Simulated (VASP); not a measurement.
Write the native input for VASP 6.6.1 that does the following.

* Task: single point
* Functional: PBE
* Potentials or basis: VASP PAW PBE potentials, release 64 (Mo_sv, Si)
* Cutoff: 520 eV
* k mesh: 9 × 9 × 9
* Occupations: fermi-dirac, width 0.1 eV
* Spin: no spin polarisation
* Dipole correction: no
* Further INCAR settings: ALGO = Normal; EDIFF = 1e-06; NBANDS = 18

The structure of Si2Mo (fluorite type) lies in POSCAR:

```
Si2Mo
1.0
    0.0000000000      2.9300369484      2.9300369484
    2.9300369484      0.0000000000      2.9300369484
    2.9300369484      2.9300369484      0.0000000000
Mo Si
1 2
Direct
    0.0000000000      0.0000000000      0.0000000000
    0.2500000000      0.2500000000      0.2500000000
    0.7500000000      0.7500000000      0.7500000000
```

One way to write it, as run:

INCAR

```
SYSTEM = Si2Mo
PREC = Accurate
ENCUT = 520
EDIFF = 1E-6
ISMEAR = -1
SIGMA = 0.1
LREAL = .FALSE.
LASPH = .TRUE.
NELM = 60
ALGO = Normal
ISIF = 2
LWAVE = .FALSE.
LCHARG = .FALSE.
GGA = PE
NBANDS = 18
```

KPOINTS

```
regular mesh
0
G
  9 9 9
  0 0 0
```

Potentials or basis: VASP PAW PBE potentials, release 64 (Mo_sv, Si).

Launch:

```console
$ cat potpaw_PBE.64/Mo_sv/POTCAR potpaw_PBE.64/Si/POTCAR > POTCAR
$ mpirun -np 1 vasp_std > vasp.out
```

It gave:

```yaml
Pressure: 0.1 GPa
Band_gap_on_the_k_mesh: zero (bands 11 and 12 overlap by 1.23 eV)
```

It took 68 s on 1 thread of Intel Xeon 8259CL, on a shared host, peak memory 0.18 GiB.
